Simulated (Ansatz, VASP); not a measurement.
One calculation of TePt2, two programs

```
CELL_PARAMETERS angstrom
-2.73664 2.73664 3.98875
2.73664 -2.73664 3.98875
2.73664 2.73664 -3.98875
ATOMIC_POSITIONS crystal
Te 0.25000 0.25000 0.00000
Te 0.75000 0.75000 0.00000
Pt 0.67750 0.17750 0.85500
Pt 0.17750 0.32250 0.50000
Pt 0.32250 0.82250 0.14500
Pt 0.82250 0.67750 0.50000
```

Change from the starting cell: species swapped into the RhPb2 type (I4/mcm, No. 140).

Alike in both runs: functional PBE; k mesh 4 × 4 × 4; occupations gaussian, width 0.2 eV; no spin polarisation.

Ansatz relaxed the structure, and its values are those at the end. VASP's run is a single point on that final structure, the one shown.

```csv
,VASP,Ansatz
version,VASP 6.6.1,Ansatz 0.2.0
potentials or method,"VASP PAW PBE potentials, release 64 (Te, Pt), cutoff 520 eV","scalar-relativistic, plane waves, PAW"
valence electrons in the cell,52,104
```

|  | VASP | Ansatz | Ansatz less VASP |
| --- | --- | --- | --- |
| gap on the k mesh at the Fermi level (eV) | none | none | - |
| pressure (GPa) | -0.6 | -0.2 | +0.32 |
| rms of the force components (eV/Å) | 0.035 | 0.035 | -0.0003 |

A gap of «none» marks a metal or a gap that the smearing closes. The functional is the same, so the differences come from potentials, cutoffs and numerics. VASP's potentials hold 52 valence electrons a cell and Ansatz's 104, so a difference there can come from the potentials and not from the codes.

The k mesh is coarse, so the values compare programs but aren't converged. Neither program's run includes spin-orbit coupling.
